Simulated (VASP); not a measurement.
Ti: single point with r2SCAN

Crystal: Ti.

```xyz
2
Lattice="2.9358 0.0000 0.0000 -1.4679 2.5425 0.0000 0.0000 0.0000 4.6362" Properties=species:S:1:pos:R:3 pbc="T T T"
Ti    0.3934    1.7466    0.9644
Ti    1.0745    0.7959    3.6718
```

This cell differs from its parent crystal: atoms moved at random.

```yaml
Program: VASP 6.6.1
Task: single point
Functional: r2SCAN
Potentials_or_basis: VASP PAW PBE potentials, release 64 (Ti_sv)
Cutoff: 520 eV
k_mesh: 12 × 12 × 8
Occupations: gaussian, width 0.15 eV
Spin: no spin polarisation
Dipole_correction: no
Further_INCAR_settings: ALGO = Normal; EDIFF = 1e-06; NBANDS = 19
```

```
Pressure               : 2.9 GPa
Largest force          : 2.365 eV/Å
Band gap on the k mesh : zero (bands 12 and 13 overlap by 1.33 eV)
```

Forces in eV/Å, atoms in the order of the input:
```
Ti  -0.319  0.162  2.338
Ti   0.319 -0.162 -2.338
```

Stress tensor (GPa, compression positive):
```
-0.46 -4.61 -2.51
-4.61  2.05  2.47
-2.51  2.47  7.22
```

Levels at points of the mesh, in eV from the Fermi level:
| k point | band 8 | band 9 | band 10 | band 11 | band 12 | band 13 | band 14 | band 15 | band 16 | band 17 |
| --- | --- | --- | --- | --- | --- | --- | --- | --- | --- | --- |
| (0.00, 0.00, 0.00) | -33.36 | -6.25 | -2.79 | -0.58 | 0.65 | 0.86 | 1.54 | 1.76 | 2.03 | 2.33 |
| (0.50, 0.00, 0.00) | -33.37 | -2.67 | -2.61 | -2.35 | -0.23 | 0.25 | 2.25 | 2.94 | 3.62 | 3.92 |
| (0.00, 0.50, 0.00) | -33.47 | -2.27 | -2.01 | -0.93 | -0.24 | 0.10 | 0.51 | 2.45 | 2.72 | 3.77 |
| (0.50, 0.50, 0.00) | -33.49 | -2.32 | -1.89 | -0.61 | -0.16 | 0.07 | 0.15 | 1.87 | 3.32 | 3.70 |
| (0.00, 0.00, 0.50) | -33.45 | -4.54 | -4.23 | -1.17 | 0.74 | 0.76 | 1.00 | 1.70 | 1.78 | 2.67 |
| (0.50, 0.00, 0.50) | -33.47 | -2.28 | -2.03 | -1.75 | -1.11 | 0.72 | 1.05 | 3.07 | 3.55 | 3.80 |
| (0.00, 0.50, 0.50) | -33.45 | -2.69 | -2.48 | -1.10 | -1.01 | 1.60 | 1.63 | 2.79 | 3.28 | 3.64 |
| (0.50, 0.50, 0.50) | -33.46 | -2.61 | -2.58 | -1.16 | -0.68 | 1.61 | 1.68 | 2.45 | 3.25 | 3.60 |

It took 37 min on 1 thread of Oxide Virtual Turin-like Processor (shared host), peak memory 0.38 GiB.

Caveat: the cell differs from its parent crystal (atoms moved at random); the stress differs along the axes, from -0 to 7 GPa; the PAW data sets were made with another functional, which shifts forces and pressure a little.
